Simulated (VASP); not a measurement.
# Hf2N (Pnnm) in VASP: further runs

Hf2N is run at these levels: LDA; tasks: single point.

All numbers are computed with VASP 6.6.1; they aren't measurements. Logs are shortened: lines on timing, memory, paths and dates and some standing lists are left out, and cuts for length are marked.

**1. The cell of the first run**

Symmetry: Pnnm, No. 58, orthorhombic system. The conventional cell has a = 5.252 Å, b = 5.436 Å, c = 3.201 Å, α = 90.00°, β = 90.00°, γ = 90.00°. Hf (site symmetry m) has 3 N at 2.23 Å within 2.9 Å. Within 2.9 Å of N (site symmetry 2/m) lie 6 Hf at 2.23 Å.

**2. Single point, LDA (atoms displaced along a vibrational mode, the cell strained)**

Contents of INCAR:

```
SYSTEM = Hf2N
ALGO = Normal ; EDIFF = 1E-6
ENCUT = 520 ; GGA = CA
ISIF = 2 ; ISMEAR = 0
LASPH = .TRUE. ; LCHARG = .FALSE.
LREAL = .FALSE. ; LWAVE = .FALSE.
NBANDS = 34 ; NELM = 60
PREC = Accurate ; SIGMA = 0.15
```

Contents of KPOINTS:

```
k-points
0
G
  8 8 12
  0 0 0
```

Contents of POSCAR:

```
Hf2N
1.0
    5.4359841404      0.0000000000      0.0000000000
    0.0000000000      5.2521585898      0.0000000000
    0.0000000000      0.0000000000      3.2005839592
Hf N
4 2
Direct
    0.2816036895      0.3092031779      0.0000000000
    0.7183963105      0.6907968221      0.0000000000
    0.7816036895      0.1907968221      0.5000000000
    0.2183963105      0.8092031779      0.5000000000
    0.0000000000      0.0000000000      0.0000000000
    0.5000000000      0.5000000000      0.5000000000
```

Potentials or basis: VASP PAW LDA potentials, release 64 (Hf_pv, N).

Run with:

```console
> cat potpaw_LDA.64/Hf_pv/POTCAR potpaw_LDA.64/N/POTCAR > POTCAR
> mpirun -np 1 vasp_std > vasp.out
```

OUTCAR:

```text
SYSTEM = Hf2N
   EDIFF = 1E-6
   ENCUT = 520
   GGA = CA
   ISIF = 2
   ISMEAR = 0
   LASPH = .TRUE.
   LREAL = .FALSE.
   NELM = 60
   PREC = Accurate

 ion  position               nearest neighbor table
   1  0.282  0.309  0.000-   6 2.23   6 2.23   5 2.23   4 3.09   4 3.09   4 3.09   4 3.09   2 3.11
                             3 3.21   3 3.21   3 3.21   3 3.21   2 3.66
   2  0.718  0.691  0.000-   6 2.23   6 2.23   5 2.23   3 3.09   3 3.09   3 3.09   3 3.09   1 3.11
                             4 3.21   4 3.21   4 3.21   4 3.21   1 3.66
   3  0.782  0.191  0.500-   5 2.23   5 2.23   6 2.23   2 3.09   2 3.09   2 3.09   2 3.09   4 3.11
                             1 3.21   1 3.21   1 3.21   1 3.21   4 3.66
   4  0.218  0.809  0.500-   5 2.23   5 2.23   6 2.23   1 3.09   1 3.09   1 3.09   1 3.09   3 3.11
                             2 3.21   2 3.21   2 3.21   2 3.21   3 3.66
   5  0.000  0.000  0.000-   3 2.23   4 2.23   3 2.23   4 2.23   1 2.23   2 2.23
   6  0.500  0.500  0.500-   1 2.23   2 2.23   1 2.23   2 2.23   3 2.23   4 2.23

  LATTYP: Found a simple orthorhombic cell.
 ALAT       =     3.2005839592
 B/A-ratio  =     1.6410000977
 C/A-ratio  =     1.6984351011

  Lattice vectors:

 A1 = (   0.0000000000,   0.0000000000,  -3.2005839592)
 A2 = (   0.0000000000,   5.2521585898,   0.0000000000)
 A3 = (   5.4359841404,   0.0000000000,   0.0000000000)

Analysis of symmetry for initial positions (statically):
=====================================================================
 Subroutine PRICEL returns:
 Original cell was already a primitive cell.

 Routine SETGRP: Setting up the symmetry group for a
 simple orthorhombic supercell.

 Subroutine GETGRP returns: Found  8 space group operations
 (whereof  4 operations were pure point group operations)
 out of a pool of  8 trial point group operations.

The static configuration has the point symmetry C_2h.
 The point group associated with its full space group is D_2h.

Analysis of symmetry for dynamics (positions and initial velocities):
=====================================================================
 Subroutine PRICEL returns:
 Original cell was already a primitive cell.

 Routine SETGRP: Setting up the symmetry group for a
 simple orthorhombic supercell.

 Subroutine GETGRP returns: Found  8 space group operations
 (whereof  4 operations were pure point group operations)
 out of a pool of  8 trial point group operations.

The dynamic configuration has the point symmetry C_2h.
 The point group associated with its full space group is D_2h.

 Subroutine INISYM returns: Found  8 space group operations
 (whereof  4 operations are pure point group operations),
 and found     1 'primitive' translations

----------------------------------------------------------------------------------------

                                     Primitive cell

  volume of cell :      91.3788

  direct lattice vectors                    reciprocal lattice vectors
     5.435984140  0.000000000  0.000000000     0.183959330  0.000000000  0.000000000
     0.000000000  5.252158590  0.000000000     0.000000000  0.190397906  0.000000000
     0.000000000  0.000000000  3.200583959     0.000000000  0.000000000  0.312442983

  length of vectors
     5.435984140  5.252158590  3.200583959     0.183959330  0.190397906  0.312442983

  position of ions in fractional coordinates (direct lattice)
     0.281603690  0.309203178  0.000000000
     0.718396310  0.690796822  0.000000000
     0.781603690  0.190796822  0.500000000
     0.218396310  0.809203178  0.500000000
     0.000000000  0.000000000  0.000000000
     0.500000000  0.500000000  0.500000000

  ion indices of the primitive-cell ions
   primitive index   ion index
                 1           1
                 2           2
                 3           3
                 4           4
                 5           5
                 6           6

----------------------------------------------------------------------------------------

 KPOINTS: k-points

Automatic generation of k-mesh.
 Grid dimensions read from file:
 generate k-points for:    8    8   12

 Generating k-lattice:

  Cartesian coordinates                     Fractional coordinates (reciprocal lattice)
     0.022994916  0.000000000  0.000000000     0.125000000  0.000000000  0.000000000
     0.000000000  0.023799738  0.000000000     0.000000000  0.125000000  0.000000000
     0.000000000  0.000000000  0.026036915     0.000000000  0.000000000  0.083333333

  Length of vectors
     0.022994916  0.023799738  0.026036915

  Shift w.r.t. Gamma in fractional coordinates (k-lattice)
     0.000000000  0.000000000  0.000000000

 Subroutine IBZKPT returns following result:
 ===========================================

 Found    175 irreducible k-points:

 Following reciprocal coordinates:
            Coordinates               Weight
  0.000000  0.000000  0.000000      1.000000
  0.125000  0.000000  0.000000      2.000000
  0.250000  0.000000  0.000000      2.000000
  0.375000  0.000000  0.000000      2.000000
  0.500000  0.000000  0.000000      1.000000
  0.000000  0.125000  0.000000      2.000000
[... 16 lines left out ...]
  0.250000  0.500000  0.000000      2.000000
  0.375000  0.500000  0.000000      2.000000
 [... further k-points ...]
   k-points           NKPTS =    175   k-points in BZ     NKDIM =    175   number of bands    NBANDS=     34
   number of dos      NEDOS =    301   number of ions     NIONS =      6
   total plane-waves  NPLWV =  38400
   dimension x,y,z NGX =    40 NGY =   40 NGZ =   24
   dimension x,y,z NGXF=    80 NGYF=   80 NGZF=   48
   ions per type =               4   2
   NGX,Y,Z   is equivalent  to a cutoff of  12.23, 12.66, 12.47 a.u.
   NGXF,Y,Z  is equivalent  to a cutoff of  24.47, 25.32, 24.93 a.u.
 SYSTEM =  Hf2N
   PREC   = accura    normal or accurate (medium, high low for compatibility)
   ISTART =      0    job   : 0-new  1-cont  2-samecut
   ICHARG =      2    charge: 1-file 2-atom 10-const
   ISPIN  =      1    spin polarized calculation?
   LNONCOLLINEAR =      F non collinear calculations
   LSORBIT =      F    spin-orbit coupling
   LASPH  =      T    aspherical Exc in radial PAW
   ENCUT  =  520.0 eV  38.22 Ry    6.18 a.u.  10.11  9.77  5.95*2*pi/ulx,y,z
   NELM   =     60;   NELMIN=  2; NELMDL= -5     # of ELM steps
   EDIFF  = 0.1E-05   stopping-criterion for ELM
   LREAL  =      F    real-space projection
   EDIFFG = 0.1E-04   stopping-criterion for IOM
   NSW    =      0    number of steps for IOM
   IBRION =     -1    ionic relax: 0-MD 1-quasi-New 2-CG
   NFREE  =      0    steps in history (QN), initial steepest desc. (CG)
   ISIF   =      2    stress and relaxation
   ISYM   =      2    0-nonsym 1-usesym 2-fastsym
   POTIM  = 0.5000    time-step for ionic-motion
   TEBEG  =    0.0;   TEEND  =   0.0 temperature during run
   PSTRESS=    0.0 pullay stress
   NELECT =      50.0000    total number of electrons
   NUPDOWN=      -1.0000    fix difference up-down
   EMIN   =  10.00;   EMAX   =-10.00  energy-range for DOS
   EFERMI =   0.00;   METHOD = LEGACY
   ISMEAR =     0;   SIGMA  =   0.15  broadening in eV -4-tet -1-fermi 0-gaus
   EFERMI_NEDOS =   21; number of points for ismear=-14 and -15
   IALGO  =     38    algorithm
   IMIX   =      4    mixing-type and parameters
     AMIX     =   0.40;   BMIX     =  1.00
     AMIX_MAG =   1.60;   BMIX_MAG =  1.00
  volume/ion in A,a.u.               =      15.23       102.78
  Fermi-wavevector in a.u.,A,eV,Ry     =   1.339008  2.530358 24.394453  1.792942
  Thomas-Fermi vector in A             =   2.467433
   LORBIT       =      0    0 simple, 1 ext, 2 COOP (PROOUT), +10 PAW based schemes
   GGA     = CA    functional components
   LHFCALC =     F    Hartree Fock is set to
   AEXX    =    0.0000 exact exchange contribution
   IVDW    =     0    specifies the selected vdW correction
   LEPSILON=     F    determine dielectric tensor
   LRPA    =     F    only Hartree local field effects (RPA)
 non-spin polarized calculation
 Gauss-broadening in eV      SIGMA  =   0.15
  energy-cutoff  :      520.00
  volume of cell :       91.38
 maximum number of plane-waves:      2488
   NGX = 21   NGY = 19   NGZ = 11

 number of electron      49.9999997 magnetization

 Free energy of the ion-electron system (eV)
  ---------------------------------------------------
  ext. energy  EPLUGINS =         0.00000000
  ---------------------------------------------------
  free energy    TOTEN  =       -69.43397506 eV

  energy without entropy =      -69.40701547  energy(sigma->0) =      -69.42049527

 E-fermi :   5.7944     XC(G=0): -12.1950

 val. band max:        5.7942241333   @ k =   0.0000   0.3750   0.2500
 cond. band min:       5.7952135352   @ k =   0.3750   0.5000   0.1667
 fundamental gap:      0.0009894018
 Fermi energy:         5.7944356060

 k-point     1 :       0.0000    0.0000    0.0000
  band No.  band energies     occupation
      1     -25.1897      2.00000
      2     -24.7360      2.00000
      3     -24.7185      2.00000
      4     -24.5638      2.00000
      5     -24.3842      2.00000
      6     -24.2615      2.00000
[... 26 lines left out ...]
     33       8.9406      0.00000
     34       9.1741      0.00000

 k-point     2 :       0.1250    0.0000    0.0000
  band No.  band energies     occupation
      1     -25.1712      2.00000
      2     -24.7560      2.00000
      3     -24.7093      2.00000
      4     -24.5404      2.00000
      5     -24.3773      2.00000
      6     -24.2643      2.00000
[... 26 lines left out ...]
     33       8.8121      0.00000
     34       9.5056      0.00000

 k-point     3 :       0.2500    0.0000    0.0000
  band No.  band energies     occupation
      1     -25.1201      2.00000
      2     -24.8096      2.00000
      3     -24.6735      2.00000
      4     -24.4807      2.00000
      5     -24.3577      2.00000
      6     -24.2906      2.00000
[... 26 lines left out ...]
     33       9.1959      0.00000
     34       9.9663      0.00000

 k-point     4 :       0.3750    0.0000    0.0000
  band No.  band energies     occupation
      1     -25.0475      2.00000
      2     -24.8833      2.00000
      3     -24.6011      2.00000
      4     -24.4040      2.00000
      5     -24.3780      2.00000
      6     -24.3279      2.00000
[... 26 lines left out ...]
     33       9.7096      0.00000
     34      10.1394      0.00000

 k-point     5 :       0.5000    0.0000    0.0000
  band No.  band energies     occupation
      1     -24.9655      2.00000
      2     -24.9655      2.00000
      3     -24.4957      2.00000
      4     -24.4957      2.00000
      5     -24.3274      2.00000
      6     -24.3274      2.00000
[... 621 lines left out ...]
 k-point    22 :       0.1250    0.5000    0.0000
  band No.  band energies     occupation
      1     -24.8619      2.00000
      2     -24.8619      2.00000
      3     -24.4516      2.00000
      4     -24.4516      2.00000
      5     -24.3652      2.00000
      6     -24.3652      2.00000
[... 26 lines left out ...]
     33       9.3431      0.00000
     34       9.3431      0.00000

 k-point    23 :       0.2500    0.5000    0.0000
  band No.  band energies     occupation
      1     -24.8217      2.00000
      2     -24.8217      2.00000
      3     -24.4693      2.00000
      4     -24.4693      2.00000
      5     -24.3575      2.00000
      6     -24.3575      2.00000
[... 26 lines left out ...]
     33       9.3566      0.00000
     34       9.3566      0.00000

 k-point    24 :       0.3750    0.5000    0.0000
  band No.  band energies     occupation
      1     -24.7709      2.00000
      2     -24.7709      2.00000
      3     -24.5047      2.00000
      4     -24.5047      2.00000
      5     -24.3319      2.00000
      6     -24.3319      2.00000
[... 26 lines left out ...]
     33       9.5398      0.00000
     34       9.5398      0.00000

 [... further k-points ...]
[... 5 lines left out ...]
  --------------------------------------------------------------------------------------
  -------------------------------------------------------------------------------------
  Total       -7.9870655     -1.6821144     -2.6726995     -0.0000000      0.0000000      0.0000000
  in kB     -140.0401577    -29.4931309    -46.8614244     -0.0000000      0.0000000      0.0000000
  external PRESSURE =     -72.1315710 kB  Pullay stress =       0.0000000 kB

 VOLUME and BASIS-vectors are now :
 -----------------------------------------------------------------------------
  energy-cutoff  :      520.00
  volume of cell :       91.38
      direct lattice vectors                 reciprocal lattice vectors
     5.435984140  0.000000000  0.000000000     0.183959330  0.000000000  0.000000000
     0.000000000  5.252158590  0.000000000     0.000000000  0.190397906  0.000000000
     0.000000000  0.000000000  3.200583959     0.000000000  0.000000000  0.312442983

 POSITION                                       TOTAL-FORCE (eV/Angst)
 -----------------------------------------------------------------------------------
      1.53079      1.62398      0.00000         0.240945     -0.020758      0.000000
      3.90519      3.62817      0.00000        -0.240945      0.020758     -0.000000
      4.24879      1.00210      1.60029         0.240945      0.020758     -0.000000
      1.18720      4.25006      1.60029        -0.240945     -0.020758      0.000000
      0.00000      0.00000      0.00000        -0.000000      0.000000      0.000000
      2.71799      2.62608      1.60029        -0.000000      0.000000      0.000000
 -----------------------------------------------------------------------------------
    total drift:                               -0.000000      0.000000     -0.000000

  FREE ENERGIE OF THE ION-ELECTRON SYSTEM (eV)
  ---------------------------------------------------
  free  energy   TOTEN  =       -69.4339750593 eV

  energy  without entropy=      -69.4070154735  energy(sigma->0) =      -69.42049527
```

Wall time 6.3 min (1 thread of Intel Xeon Platinum 8488C (Sapphire Rapids), shared host); peak memory 0.48 GiB.

What came out:

```
Free energy            : -69.4340 eV
Pressure               : -7.2 GPa
Largest force          : 0.242 eV/Å
Band gap on the k mesh : zero (bands 25 and 26 overlap by 2.60 eV)
```

Forces on the atoms (eV/Å):
```
Hf   0.241 -0.021  0.000
Hf  -0.241  0.021  0.000
Hf   0.241  0.021  0.000
Hf  -0.241 -0.021  0.000
N    0.000  0.000  0.000
N    0.000  0.000  0.000
```

Stress tensor (GPa, compression positive):
```
-14.00   0.00   0.00
  0.00  -2.95   0.00
  0.00   0.00  -4.69
```

Caveat: the cell differs from its parent crystal (atoms displaced along a vibrational mode, the cell strained); the cell stands under tension; spin-orbit coupling is left out, which moves the levels of the heavy elements.

(Part 1 of 2 ends here.)
